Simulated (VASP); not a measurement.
## SiC: single point with revPBE

The system is SiC.

```
Si C
1.0
     3.10581    0.00000    0.00000
    -1.55290    2.68971    0.00000
     0.00000    0.00000   10.16722
Si C
4 4
Direct
  0.00000 0.00000 0.18790
  0.00000 0.00000 0.68790
  0.33333 0.66667 0.43785
  0.66667 0.33333 0.93785
  0.00000 0.00000 0.00044
  0.00000 0.00000 0.50044
  0.33333 0.66667 0.24981
  0.66667 0.33333 0.74981
```

* Program: VASP 6.6.1
* Task: single point
* Functional: revPBE
* Potentials or basis: VASP PAW PBE potentials, release 64 (Si, C)
* Cutoff: 520 eV
* k mesh: 10 × 10 × 3
* Occupations: fermi-dirac, width 0.05 eV
* Spin: no spin polarisation
* Dipole correction: no
* Further INCAR settings: ALGO = Normal; EDIFF = 1e-06; NBANDS = 26

```yaml
Pressure: -0.4 GPa
Band_gap_on_the_k_mesh: 2.23 eV (least direct gap 3.34 eV)
```

Levels at points of the mesh, in eV from the valence-band top:
| k point | band 14 | band 15 | band 16 | band 17 | band 18 | band 19 |
| --- | --- | --- | --- | --- | --- | --- |
| (0.00, 0.00, 0.00) | -0.05 | 0.00 | 0.00 | 4.89 | 5.47 | 6.00 |
| (0.50, 0.00, 0.00) | -2.18 | -1.55 | -1.11 | 2.23 | 2.35 | 4.17 |

It took 70 s on 1 thread of Intel Xeon 8259CL, with other jobs on the host, peak memory 0.22 GiB.

Caveat: the PAW data sets were made with another functional, which shifts forces and pressure a little; an odd mesh through Γ misses points on the zone boundary, where band edges can lie.
